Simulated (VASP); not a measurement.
Here is a VASP 6.6.1 calculation.

The input INCAR:

```
  ALGO = Normal
  DIPOL = 0.5 0.5 0.322
  EDIFF = 1E-6
  ENCUT = 520
  GGA = PE
  IDIPOL = 3
  ISIF = 2
  ISMEAR = 0
  LASPH = True
  LCHARG = False
  LDIPOL = True
  LREAL = False
  LWAVE = False
  NBANDS = 18
  NELM = 100
  PREC = Accurate
  SIGMA = 0.1
```

File KPOINTS:

```
k-points
0
Gamma
  4 5 1
```

The input POSCAR:

```
Mg8H
1.0
    6.4201385733      0.0000000000      0.0000000000
    0.0000000000      5.1379129567      0.0000000000
    0.0000000000      0.0000000000     19.1644777330
Mg H
8 1
Direct
    0.0000000000      0.7500000000      0.2087194890
    0.5000000000      0.7500000000      0.2087194890
    0.2500000000      0.2500000000      0.2570728643
    0.7500000000      0.2500000000      0.2570728643
    0.2500000000      0.7500000000      0.3587181927
    0.7500000000      0.7500000000      0.3587181927
    0.0000000000      0.2500000000      0.3999314690
    0.5000000000      0.2500000000      0.3999314690
    0.1875000000      0.6250000000      0.4460362614
```

Potentials or basis: VASP PAW PBE potentials, release 64 (Mg, H).

Command:

```console
$ cat potpaw_PBE.64/Mg/POTCAR potpaw_PBE.64/H/POTCAR > POTCAR
$ mpirun -np 1 vasp_std > vasp.out
```

Predict the band gap on the k mesh.

zero (an odd number of electrons rules out a gap without spin polarisation).

What does it give for the largest force?

0.598 eV/Å.

Forces in eV/Å, atoms in the order of the input:
```
Mg   0.059 -0.066  0.244
Mg  -0.061 -0.056  0.219
Mg  -0.028  0.002 -0.055
Mg   0.075  0.058 -0.109
Mg   0.066  0.154 -0.196
Mg  -0.040 -0.015 -0.150
Mg   0.202  0.384  0.083
Mg  -0.023  0.082 -0.037
H   -0.251 -0.543  0.001
```
